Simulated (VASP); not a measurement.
# WSe2 in VASP: notebook

Runs on WSe2. Level: PBEsol. Tasks: single point, relaxation of the atoms.

Program: VASP 6.6.1. These are calculated values, not measurements. Logs are shortened: lines on timing, memory, paths and dates and some standing lists are left out, and cuts for length are marked.

**1. The cell of the first run**

The cell holds a sheet with vacuum, 3 atoms: a = 3.315 Å, b = 3.315 Å, c = 30.482 Å, α = 90.00°, β = 90.00°, γ = 120.00°.

**2. Single point, PBEsol**

INCAR

```
SYSTEM = WSe2
PREC = Accurate ; ENCUT = 520
EDIFF = 1E-6 ; ISMEAR = 0
SIGMA = 0.02 ; LREAL = .FALSE.
LASPH = .TRUE. ; NELM = 100
ALGO = Normal ; ISIF = 2
LWAVE = .FALSE. ; LCHARG = .TRUE.
LDIPOL = .TRUE. ; IDIPOL = 3
DIPOL = 0.5 0.5 0.350 ; GGA = PS
LELF = .TRUE. ; LVHAR = .TRUE.
LVACPOTAV = .TRUE. ; NBANDS = 20
```

KPOINTS

```
Automatic mesh
0
G
  12 12 1
  0 0 0
```

POSCAR

```
WSe2
1.0
    3.3148200000      0.0000000000      0.0000000000
   -1.6574100000      2.8707183290      0.0000000000
    0.0000000000      0.0000000000     30.4820000032
Se W
2 1
Direct
    0.6666666667      0.3333333333      0.2957329173
    0.6666666667      0.3333333333      0.4043851851
    0.3333333333      0.6666666667      0.3500590512
```

Potentials or basis: VASP PAW PBE potentials, release 64 (Se, W_sv).

Command:

```sh
$ cat potpaw_PBE.64/Se/POTCAR potpaw_PBE.64/W_sv/POTCAR > POTCAR
$ mpirun -np 1 vasp_std > vasp.out
```

OUTCAR:

```text
SYSTEM = WSe2
   PREC = Accurate
   ENCUT = 520
   EDIFF = 1E-6
   ISMEAR = 0
   LREAL = .FALSE.
   LASPH = .TRUE.
   NELM = 100
   ISIF = 2
   GGA = PS

 ion  position               nearest neighbor table
   1  0.667  0.333  0.296-   3 2.53   3 2.53   3 2.53
   2  0.667  0.333  0.404-   3 2.53   3 2.53   3 2.53
   3  0.333  0.667  0.350-   1 2.53   2 2.53   1 2.53   2 2.53   1 2.53   2 2.53

  LATTYP: Found a hexagonal cell.
 ALAT       =     3.3148200000
 C/A-ratio  =     9.1956727675

  Lattice vectors:

 A1 = (   3.3148200000,   0.0000000000,   0.0000000000)
 A2 = (  -1.6574100000,   2.8707183290,   0.0000000000)
 A3 = (   0.0000000000,   0.0000000000,  30.4820000032)

Analysis of symmetry for initial positions (statically):
=====================================================================
 Subroutine PRICEL returns:
 Original cell was already a primitive cell.

 Routine SETGRP: Setting up the symmetry group for a
 hexagonal supercell.

 Subroutine GETGRP returns: Found 12 space group operations
 (whereof  6 operations were pure point group operations)
 out of a pool of 24 trial point group operations.

The static configuration has the point symmetry C_3v.
 The point group associated with its full space group is D_3h.

Analysis of symmetry for dynamics (positions and initial velocities):
=====================================================================
 Subroutine PRICEL returns:
 Original cell was already a primitive cell.

 Routine SETGRP: Setting up the symmetry group for a
 hexagonal supercell.

 Subroutine GETGRP returns: Found 12 space group operations
 (whereof  6 operations were pure point group operations)
 out of a pool of 24 trial point group operations.

The dynamic configuration has the point symmetry C_3v.
 The point group associated with its full space group is D_3h.

 Subroutine INISYM returns: Found 12 space group operations
 (whereof  6 operations are pure point group operations),
 and found     1 'primitive' translations

----------------------------------------------------------------------------------------

                                     Primitive cell

  volume of cell :     290.0641

  direct lattice vectors                    reciprocal lattice vectors
     3.314820000  0.000000000  0.000000000     0.301675506  0.174172434  0.000000000
    -1.657410000  2.870718329  0.000000000     0.000000000  0.348344869  0.000000000
     0.000000000  0.000000000 30.482000003     0.000000000  0.000000000  0.032806246

  length of vectors
[... 82 lines left out ...]
   IBRION =     -1    ionic relax: 0-MD 1-quasi-New 2-CG
   NFREE  =      0    steps in history (QN), initial steepest desc. (CG)
   ISIF   =      2    stress and relaxation
   ISYM   =      2    0-nonsym 1-usesym 2-fastsym
   POTIM  = 0.5000    time-step for ionic-motion
   TEBEG  =    0.0;   TEEND  =   0.0 temperature during run
   PSTRESS=    0.0 pullay stress
   NELECT =      26.0000    total number of electrons
   NUPDOWN=      -1.0000    fix difference up-down
   EMIN   =  10.00;   EMAX   =-10.00  energy-range for DOS
   EFERMI =   0.00;   METHOD = LEGACY
   ISMEAR =     0;   SIGMA  =   0.02  broadening in eV -4-tet -1-fermi 0-gaus
   EFERMI_NEDOS =   21; number of points for ismear=-14 and -15
   IALGO  =     38    algorithm
   IMIX   =      4    mixing-type and parameters
     AMIX     =   0.40;   BMIX     =  1.00
     AMIX_MAG =   1.60;   BMIX_MAG =  1.00
  volume/ion in A,a.u.               =      96.69       652.48
  Fermi-wavevector in a.u.,A,eV,Ry     =   0.732658  1.384523  7.303440  0.536788
  Thomas-Fermi vector in A             =   1.825175
   LORBIT       =      0    0 simple, 1 ext, 2 COOP (PROOUT), +10 PAW based schemes
   GGA     = PS    functional components
   LHFCALC =     F    Hartree Fock is set to
   AEXX    =    0.0000 exact exchange contribution
   IVDW    =     0    specifies the selected vdW correction
   LEPSILON=     F    determine dielectric tensor
   LRPA    =     F    only Hartree local field effects (RPA)
 non-spin polarized calculation
 Gauss-broadening in eV      SIGMA  =   0.02
  energy-cutoff  :      520.00
  volume of cell :      290.06
 maximum number of plane-waves:      7854
 NGX is ok and might be reduce to    28
   NGX = 13   NGY = 13   NGZ =113

 dipolmoment           0.000000      0.000000     -0.000000 electrons x Angstroem

 number of electron      25.9999999 magnetization

 dipolmoment           0.000000      0.000000      0.000000 electrons x Angstroem

 Free energy of the ion-electron system (eV)
  ---------------------------------------------------
  ext. energy  EPLUGINS =         0.00000000
  ---------------------------------------------------
  free energy    TOTEN  =       -23.22125581 eV

  energy without entropy =      -23.22125581  energy(sigma->0) =      -23.22125581

 E-fermi :  -2.6983     XC(G=0):  -2.6385

 val. band max:       -2.8908943149   @ k =   0.3333   0.3333   0.0000
 cond. band min:      -1.3785851476   @ k =   0.3333   0.3333   0.0000
 fundamental gap:      1.5123091672
 Fermi energy:        -2.6983171671

 k-point     1 :       0.0000    0.0000    0.0000
  band No.  band energies     occupation
      1     -76.8743      2.00000
      2     -41.1084      2.00000
      3     -41.0025      2.00000
      4     -41.0025      2.00000
      5     -17.6586      2.00000
      6     -16.3379      2.00000
[... 426 lines left out ...]
     19       3.5164      0.00000
     20       5.8268      0.00000

------------------------ aborting loop because EDIFF is reached ----------------------------------------

  FORCE on cell =-STRESS in cart. coord.  units (eV):
  Direction    XX          YY          ZZ          XY          YZ          ZX
  --------------------------------------------------------------------------------------
  -------------------------------------------------------------------------------------
  Total       -1.0329844     -1.0329844      0.1832921      0.0000000      0.0000000     -0.0000000
  in kB       -5.7057189     -5.7057189      1.0124190      0.0000000      0.0000000     -0.0000000
  external PRESSURE =      -3.4663396 kB  Pullay stress =       0.0000000 kB

 VOLUME and BASIS-vectors are now :
 -----------------------------------------------------------------------------
  energy-cutoff  :      520.00
  volume of cell :      290.06
      direct lattice vectors                 reciprocal lattice vectors
     3.314820000  0.000000000  0.000000000     0.301675506  0.174172434  0.000000000
    -1.657410000  2.870718329  0.000000000     0.000000000  0.348344869  0.000000000
     0.000000000  0.000000000 30.482000003     0.000000000  0.000000000  0.032806246

 POSITION                                       TOTAL-FORCE (eV/Angst)
 -----------------------------------------------------------------------------------
      1.65741      0.95691      9.01453        -0.000000      0.000000     -0.058539
      1.65741      0.95691     12.32647        -0.000000      0.000000      0.058539
     -0.00000      1.91381     10.67050         0.000000     -0.000000      0.000000
 -----------------------------------------------------------------------------------
    total drift:                                0.000000     -0.000000     -0.000004

  FREE ENERGIE OF THE ION-ELECTRON SYSTEM (eV)
  ---------------------------------------------------
  free  energy   TOTEN  =       -23.2212558101 eV

  energy  without entropy=      -23.2212558101  energy(sigma->0) =      -23.22125581

 vacuum level on the upper side and lower side of the slab         2.310         2.310
```

It took 1.9 min on 1 thread of AMD EPYC 9R45 (Zen 5), shared host; peak memory 0.47 GiB.

What came out:

* Free energy: -23.2213 eV
* Largest force: 0.059 eV/Å
* Band gap on the k mesh: 1.51 eV, direct

Forces in eV/Å, atoms in the order of the input:
```
Se   0.000  0.000 -0.059
Se   0.000  0.000  0.059
W    0.000  0.000  0.000
```

Levels at points of the mesh, in eV from the valence-band top:
```tsv
k point	band 11	band 12	band 13	band 14	band 15	band 16
(0.00, 0.00, 0.00)	-1.28	-1.28	-0.24	2.95	2.95	3.18
(0.50, 0.00, 0.00)	-2.04	-0.97	-0.96	2.36	2.76	3.74
```

Caveat: the PAW data sets were made with another functional, which shifts forces and pressure a little; spin-orbit coupling is left out, which moves the levels of the heavy elements.

**3. Relaxation of the atoms, PBEsol**

This run uses another cell than the first one, of 67.69 Å³/atom, 0.700 times its volume.

INCAR

```
SYSTEM = WSe2
PREC = Accurate
ENCUT = 520
EDIFF = 1E-6
ISMEAR = 0
SIGMA = 0.02
LREAL = .FALSE.
LASPH = .TRUE.
NELM = 60
ALGO = Normal
ISIF = 2
LWAVE = .FALSE.
LCHARG = .FALSE.
LDIPOL = .TRUE.
IDIPOL = 3
DIPOL = 0.5 0.5 0.500
GGA = PS
IBRION = 2
NSW = 100
EDIFFG = -0.002
LUSENCCL = .FALSE.
```

KPOINTS is that of step 2.

POSCAR

```
WSe2
1.0
    3.3148200000      0.0000000000      0.0000000000
   -1.6574100000      2.8707183290      0.0000000000
    0.0000000000      0.0000000000     21.3410000000
Se W
2 1
Direct
    0.6666666667      0.3333333333      0.4217234431
    0.6666666667      0.3333333333      0.5782765569
    0.3333333333      0.6666666667      0.5000000000
```

Potentials or basis: VASP PAW PBE potentials, release 64 (Se, W_sv).

Command:

```sh
$ cat potpaw_PBE.64/Se/POTCAR potpaw_PBE.64/W_sv/POTCAR > POTCAR
$ mpirun -np 1 vasp_std > vasp.out
```

OUTCAR:

```text
SYSTEM = WSe2
   PREC = Accurate
   ENCUT = 520
   EDIFF = 1E-6
   ISMEAR = 0
   LREAL = .FALSE.
   LASPH = .TRUE.
   NELM = 60
   ISIF = 2
   GGA = PS
   IBRION = 2
   NSW = 100
   EDIFFG = -0.002

 ion  position               nearest neighbor table
   1  0.667  0.333  0.422-   3 2.54   3 2.54   3 2.54
   2  0.667  0.333  0.578-   3 2.54   3 2.54   3 2.54
   3  0.333  0.667  0.500-   1 2.54   2 2.54   1 2.54   2 2.54   1 2.54   2 2.54

  LATTYP: Found a hexagonal cell.
 ALAT       =     3.3148200000
 C/A-ratio  =     6.4380569684

  Lattice vectors:

 A1 = (   3.3148200000,   0.0000000000,   0.0000000000)
 A2 = (  -1.6574100000,   2.8707183290,   0.0000000000)
 A3 = (   0.0000000000,   0.0000000000,  21.3410000000)

Analysis of symmetry for initial positions (statically):
=====================================================================
 Subroutine PRICEL returns:
 Original cell was already a primitive cell.

 Routine SETGRP: Setting up the symmetry group for a
 hexagonal supercell.

 Subroutine GETGRP returns: Found 12 space group operations
 (whereof 12 operations were pure point group operations)
 out of a pool of 24 trial point group operations.

The static configuration has the point symmetry D_3h.

Analysis of symmetry for dynamics (positions and initial velocities):
=====================================================================
 Subroutine PRICEL returns:
 Original cell was already a primitive cell.

 Routine SETGRP: Setting up the symmetry group for a
 hexagonal supercell.

 Subroutine GETGRP returns: Found 12 space group operations
 (whereof 12 operations were pure point group operations)
 out of a pool of 24 trial point group operations.

The dynamic configuration has the point symmetry D_3h.

 Subroutine INISYM returns: Found 12 space group operations
 (whereof 12 operations are pure point group operations),
 and found     1 'primitive' translations

----------------------------------------------------------------------------------------

                                     Primitive cell

  volume of cell :     203.0791

  direct lattice vectors                    reciprocal lattice vectors
     3.314820000  0.000000000  0.000000000     0.301675506  0.174172434 -0.000000000
    -1.657410000  2.870718329  0.000000000     0.000000000  0.348344869  0.000000000
     0.000000000  0.000000000 21.341000000     0.000000000 -0.000000000  0.046858160

  length of vectors
     3.314820000  3.314820000 21.341000000     0.348344869  0.348344869  0.046858160

  position of ions in fractional coordinates (direct lattice)
     0.666666667  0.333333333  0.421723443
     0.666666667  0.333333333  0.578276557
     0.333333333  0.666666667  0.500000000

  ion indices of the primitive-cell ions
   primitive index   ion index
                 1           1
                 2           2
                 3           3

[... 47 lines left out ...]
   k-points           NKPTS =     19   k-points in BZ     NKDIM =     19   number of bands    NBANDS=     17
   number of dos      NEDOS =    301   number of ions     NIONS =      3
   total plane-waves  NPLWV = 125440
   dimension x,y,z NGX =    28 NGY =   28 NGZ =  160
   dimension x,y,z NGXF=    56 NGYF=   56 NGZF=  320
   ions per type =               2   1
   NGX,Y,Z   is equivalent  to a cutoff of  14.04, 14.04, 12.46 a.u.
   NGXF,Y,Z  is equivalent  to a cutoff of  28.09, 28.09, 24.93 a.u.
 SYSTEM =  WSe2
   PREC   = accura    normal or accurate (medium, high low for compatibility)
   ISTART =      0    job   : 0-new  1-cont  2-samecut
   ICHARG =      2    charge: 1-file 2-atom 10-const
   ISPIN  =      1    spin polarized calculation?
   LNONCOLLINEAR =      F non collinear calculations
   LSORBIT =      F    spin-orbit coupling
   LASPH  =      T    aspherical Exc in radial PAW
   ENCUT  =  520.0 eV  38.22 Ry    6.18 a.u.   6.16  6.16 39.68*2*pi/ulx,y,z
   NELM   =     60;   NELMIN=  2; NELMDL= -5     # of ELM steps
   EDIFF  = 0.1E-05   stopping-criterion for ELM
   LREAL  =      F    real-space projection
   EDIFFG = -.2E-02   stopping-criterion for IOM
   NSW    =    100    number of steps for IOM
   IBRION =      2    ionic relax: 0-MD 1-quasi-New 2-CG
   NFREE  =      1    steps in history (QN), initial steepest desc. (CG)
   ISIF   =      2    stress and relaxation
   ISYM   =      2    0-nonsym 1-usesym 2-fastsym
   POTIM  = 0.5000    time-step for ionic-motion
   TEBEG  =    0.0;   TEEND  =   0.0 temperature during run
   PSTRESS=    0.0 pullay stress
   NELECT =      26.0000    total number of electrons
   NUPDOWN=      -1.0000    fix difference up-down
   EMIN   =  10.00;   EMAX   =-10.00  energy-range for DOS
   EFERMI =   0.00;   METHOD = LEGACY
   ISMEAR =     0;   SIGMA  =   0.02  broadening in eV -4-tet -1-fermi 0-gaus
   EFERMI_NEDOS =   21; number of points for ismear=-14 and -15
   IALGO  =     38    algorithm
   IMIX   =      4    mixing-type and parameters
     AMIX     =   0.40;   BMIX     =  1.00
     AMIX_MAG =   1.60;   BMIX_MAG =  1.00
  volume/ion in A,a.u.               =      67.69       456.82
  Fermi-wavevector in a.u.,A,eV,Ry     =   0.825108  1.559228  9.262892  0.680803
  Thomas-Fermi vector in A             =   1.936909
   LORBIT       =      0    0 simple, 1 ext, 2 COOP (PROOUT), +10 PAW based schemes
   GGA     = PS    functional components
   LHFCALC =     F    Hartree Fock is set to
   AEXX    =    0.0000 exact exchange contribution
   IVDW    =     0    specifies the selected vdW correction
   LEPSILON=     F    determine dielectric tensor
   LRPA    =     F    only Hartree local field effects (RPA)
 conjugate gradient relaxation of ions
 non-spin polarized calculation
 Gauss-broadening in eV      SIGMA  =   0.02
  energy-cutoff  :      520.00
  volume of cell :      203.08
 maximum number of plane-waves:      5496
 NGX is ok and might be reduce to    28
   NGX = 13   NGY = 13   NGZ = 79

--------------------------------------- Ionic step        1  -------------------------------------------

 number of electron      25.9999996 magnetization

 dipolmoment           0.000000      0.000000      0.000000 electrons x Angstroem

 Free energy of the ion-electron system (eV)
  ---------------------------------------------------
  ext. energy  EPLUGINS =         0.00000000
  ---------------------------------------------------
  free energy    TOTEN  =       -23.21911795 eV

  energy without entropy =      -23.21911795  energy(sigma->0) =      -23.21911795

------------------------ aborting loop because EDIFF is reached ----------------------------------------

  FORCE on cell =-STRESS in cart. coord.  units (eV):
  Direction    XX          YY          ZZ          XY          YZ          ZX
  --------------------------------------------------------------------------------------
  -------------------------------------------------------------------------------------
  Total       -1.3465684     -1.3465684     -0.6674914      0.0000000     -0.0000000     -0.0000000
  in kB      -10.6236489    -10.6236489     -5.2661225      0.0000000     -0.0000000     -0.0000000
  external PRESSURE =      -8.8378067 kB  Pullay stress =       0.0000000 kB
[... 61 lines left out ...]
--------------------------------------- Ionic step        3  -------------------------------------------

 number of electron      25.9999996 magnetization

 dipolmoment           0.000000      0.000000     -0.000000 electrons x Angstroem

 Free energy of the ion-electron system (eV)
  ---------------------------------------------------
  ext. energy  EPLUGINS =         0.00000000
  ---------------------------------------------------
  free energy    TOTEN  =       -23.22134841 eV

  energy without entropy =      -23.22134841  energy(sigma->0) =      -23.22134841

 E-fermi :  -1.6108     XC(G=0):  -3.7380

 val. band max:       -1.8940163435   @ k =   0.3333   0.3333   0.0000
 cond. band min:      -0.3748168224   @ k =   0.3333   0.3333   0.0000
 fundamental gap:      1.5191995211
 Fermi energy:        -1.6107904304

 k-point     1 :       0.0000    0.0000    0.0000
  band No.  band energies     occupation
      1     -75.8839      2.00000
      2     -40.1168      2.00000
      3     -40.0097      2.00000
      4     -40.0097      2.00000
      5     -16.6530      2.00000
      6     -15.3438      2.00000
[... 359 lines left out ...]
      6     -14.2721      2.00000
[... 9 lines left out ...]
     16       1.6447      0.00000
     17       3.0531      0.00000

------------------------ aborting loop because EDIFF is reached ----------------------------------------

 vacuum level on the upper side and lower side of the slab       (xc-potential included)        -0.196        -0.196

  FORCE on cell =-STRESS in cart. coord.  units (eV):
  Direction    XX          YY          ZZ          XY          YZ          ZX
  --------------------------------------------------------------------------------------
  -------------------------------------------------------------------------------------
  Total       -1.1018909     -1.1018909     -0.0151382     -0.0000000      0.0000000      0.0000000
  in kB       -8.6932839     -8.6932839     -0.1194314     -0.0000000      0.0000000      0.0000000
  external PRESSURE =      -5.8353331 kB  Pullay stress =       0.0000000 kB
[... 18 lines left out ...]
  FREE ENERGIE OF THE ION-ELECTRON SYSTEM (eV)
  ---------------------------------------------------
  free  energy   TOTEN  =       -23.2213484062 eV

  energy  without entropy=      -23.2213484062  energy(sigma->0) =      -23.22134841

 reached required accuracy - stopping structural energy minimisation

 vacuum level on the upper side and lower side of the slab         3.107         3.107
```

OSZICAR:

```text
N       E                     dE             d eps       ncg     rms          rms(c)
DAV:   1     0.179578598983E+03    0.17958E+03   -0.13400E+04   798   0.121E+03
DAV:   2    -0.958529867065E+01   -0.18916E+03   -0.18680E+03   875   0.256E+02
DAV:   3    -0.240288981410E+02   -0.14444E+02   -0.14411E+02   879   0.725E+01
DAV:   4    -0.242642585076E+02   -0.23536E+00   -0.23495E+00   872   0.102E+01
[... 24 lines left out ...]
   2 F= -.23221291E+02 E0= -.23221291E+02  d E =-.217271E-02
       N       E                     dE             d eps       ncg     rms          rms(c)
DAV:   1    -0.232213286858E+02   -0.37374E-04   -0.51572E-03   646   0.353E-01    0.526E-02
DAV:   2    -0.232213480533E+02   -0.19367E-04   -0.25827E-04   699   0.819E-02    0.275E-02
DAV:   3    -0.232213484062E+02   -0.35291E-06   -0.39528E-06   876   0.135E-02
   3 F= -.23221348E+02 E0= -.23221348E+02  d E =-.223045E-02
```

Wall time 85 s (1 × NVIDIA H100 80GB with 1 thread of AMD EPYC 7R13 (Zen 3), shared host); peak memory 1.4 GiB.

Results:

- Free energy: -23.2213 eV
- Energy gained by relaxing: 0.7 meV/atom
- Ionic steps: 3
- Band gap on the k mesh: 1.52 eV, direct

The path:
```csv
step,energy change (eV),largest force (eV/Å),pressure (GPa)
1,0.0000,0.1964,-0.88
2,-0.0022,0.0309,-0.63
3,-0.0022,0.0016,-0.58
```

Final structure:
```yaml
crystal:
  lattice:
    - [3.31482, 0.00000, 0.00000]
    - [-1.65741, 2.87072, 0.00000]
    - [0.00000, 0.00000, 21.34100]
  atoms:
    - { symbol: Se, position: [0.66667, 0.33333, 0.42225] }
    - { symbol: Se, position: [0.66667, 0.33333, 0.57775] }
    - { symbol: W, position: [0.33333, 0.66667, 0.50000] }
```

Caveat: the PAW data sets were made with another functional, which shifts forces and pressure a little; spin-orbit coupling is left out, which moves the levels of the heavy elements.
